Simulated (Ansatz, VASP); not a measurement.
This is a calculation of LiF for VASP 6.6.1.

File INCAR:

```
SYSTEM = LiF
PREC = Accurate ; ENCUT = 520
EDIFF = 1E-6 ; ISMEAR = -1
SIGMA = 0.05 ; LREAL = .False.
LASPH = .True. ; NELM = 80
ALGO = Normal ; ISIF = 2
LWAVE = .False. ; LCHARG = .False.
GGA = CA ; NBANDS = 12
```

File KPOINTS:

```
Automatic mesh
0
Gamma
  11 11 11
  0 0 0
```

POSCAR

```
LiF
1.0
    0.0000000000      2.0405030393      2.0405030393
    2.0405030393      0.0000000000      2.0405030393
    2.0405030393      2.0405030393      0.0000000000
F Li
1 1
Direct
    0.5000000000      0.5000000000      0.5000000000
    0.0000000000      0.0000000000      0.0000000000
```

Potentials or basis: VASP PAW LDA potentials, release 64 (F, Li_sv).

Launch:

```sh
$ cat potpaw_LDA.64/F/POTCAR potpaw_LDA.64/Li_sv/POTCAR > POTCAR
$ mpirun -np 1 vasp_std > vasp.out
```

Q: Translate it to Ansatz 0.2.0. Potentials there: all-electron LAPW, scalar-relativistic.

A: As run (the cutoff follows the program's own potentials):

input.yaml

```yaml
crystal:
  lattice:
    - [0.0, 2.0405030393, 2.0405030393]
    - [2.0405030393, 0.0, 2.0405030393]
    - [2.0405030393, 2.0405030393, 0.0]
  atoms:
    - { symbol: F, position: [0.5, 0.5, 0.5] }
    - { symbol: Li, position: [0.0, 0.0, 0.0] }
kpoints:
  mp_grid: { grid: [11, 11, 11] }
scf:
  occupations: { method: fermi_dirac, width: 0.05 }
hamiltonian:
  xc: lda
  pseudopotentials: { kind: all_electron, lapw: { basis_error: 0.001 } }
output:
  forces: true
  stress: true
  eigenvalues: true
```

Potentials or basis: all-electron LAPW, scalar-relativistic.

Run with:

```sh
$ ansatz run input.yaml --threads 1 --pin off --max-ram 3072MiB --backend cpu --events-out ev --progress --plain --runs-dir out
```

Both were run:

|  | VASP | Ansatz | Ansatz less VASP |
| --- | --- | --- | --- |
| gap on the k mesh at the Fermi level (eV) | 8.49 | 8.48 | -0.011 |
| least direct gap on the mesh (eV) | 8.49 | 8.48 | -0.011 |

LDA's correlation is that of Perdew and Zunger in VASP and of Perdew and Wang (1992) in Ansatz. Ansatz ran all-electron here, and VASP with PAW potentials.

Noted on VASP's run: the cutoff is short for stress, so the pressure is rough.
